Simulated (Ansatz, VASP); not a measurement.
**Pb: VASP beside Ansatz**

Contents of INCAR:

```
  PREC = Accurate
  ENCUT = 520
  EDIFF = 1E-6
  ISMEAR = -1
  SIGMA = 0.1
  LREAL = False
  LASPH = True
  NELM = 60
  ALGO = Normal
  ISIF = 2
  LWAVE = False
  LCHARG = False
  GGA = RP
  NBANDS = 28
```

Contents of KPOINTS:

```
regular mesh
0
Gamma
  8 8 12
```

POSCAR

```
Pb
1.0
    5.8518333382      0.0000000000      0.0000000000
   -2.9259166691      5.0678363296      0.0000000000
    0.0000000000      0.0000000000      3.5305528746
Pb
3
Direct
    1.0000000000      0.0000000000      0.0000000000
    0.3333333333      0.6666666667      0.5000000000
    0.6666666667      0.3333333333      0.5000000000
```

Input for Ansatz:

```yaml
crystal:
  lattice:
    - [5.8518333382, 0.0, 0.0]
    - [-2.9259166691, 5.0678363296, 0.0]
    - [0.0, 0.0, 3.5305528746]
  atoms:
    - { symbol: Pb, position: [1.0, 0.0, 0.0] }
    - { symbol: Pb, position: [0.3333333333, 0.6666666667, 0.5] }
    - { symbol: Pb, position: [0.6666666667, 0.3333333333, 0.5] }
hamiltonian:
  xc: rpbe
  pseudopotentials:
    kind: paw
    azcp:
      Pb: "pseudopotentials/Pb.paw.azcp"
basis:
  ecutwfc: 420
  fft_grid_basis: typed
kpoints:
  mp_grid: { grid: [8, 8, 12], shift: [0, 0, 0] }
magnetization:
  spin_polarized: false
scf:
  occupations: { method: fermi_dirac, width: 0.1 }
output:
  stress: true
```

Alike in both runs: task single point; functional RPBE; k mesh 8 × 8 × 12; occupations fermi-dirac, width 0.1 eV; no spin polarisation.

|  | VASP | Ansatz |
| --- | --- | --- |
| version | VASP 6.6.1 | Ansatz 0.2.0 |
| potentials or method | VASP PAW PBE potentials, release 64 (Pb_d), cutoff 520 eV | plane waves (420 eV) with PAW, scalar-relativistic |
| valence electrons in the cell | 42 | 42 |

|  | VASP | Ansatz | Ansatz less VASP |
| --- | --- | --- | --- |
| pressure (GPa) | -1.3 | -1.3 | +0.04 |
| traceless stress, the component that is largest in VASP (GPa) | 0.16 | 0.16 | -0.007 |

VASP's potentials were made for PBE, not for RPBE. With one functional, cell and mesh, what is left measures potentials, basis and numerics.

Neither program's run includes spin-orbit coupling.
